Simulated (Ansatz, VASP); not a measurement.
Two plane-wave programs on Mg

```
CELL_PARAMETERS angstrom
0.00000 3.15382 3.15382
3.15382 0.00000 3.15382
3.15382 3.15382 0.00000
ATOMIC_POSITIONS crystal
Mg 0.12500 0.12500 0.12500
Mg 0.87500 0.87500 0.87500
```

Alike in both runs: task relaxation of cell and atoms; functional LDA; k mesh 9 × 9 × 9; occupations fermi-dirac, width 0.1 eV; no spin polarisation.

|  | VASP | Ansatz |
| --- | --- | --- |
| version | VASP 6.6.1 | Ansatz 0.2.0 |
| potentials or method | VASP PAW LDA potentials, release 64 (Mg), cutoff 600 eV | plane waves (420 eV) with PAW, scalar-relativistic |
| valence electrons in the cell | 4 | 20 |

|  | VASP | Ansatz | Ansatz less VASP |
| --- | --- | --- | --- |
| relaxed volume (Å³/atom) | 37.25 | 37.48 | +0.227 |
| relaxed cell length with the largest relative difference (Å) | 4.723 | 4.733 | +0.0096 |

Ansatz warns that its potentials were made for another functional, while VASP's fit it. LDA's correlation is that of Perdew and Zunger in VASP and of Perdew and Wang (1992) in Ansatz. VASP's potentials hold 4 valence electrons a cell and Ansatz's 20, so a difference there can come from the potentials and not from the codes.

Noted on VASP's run: the volume moved by over 15 % at a fixed basis, so the end points are rough.
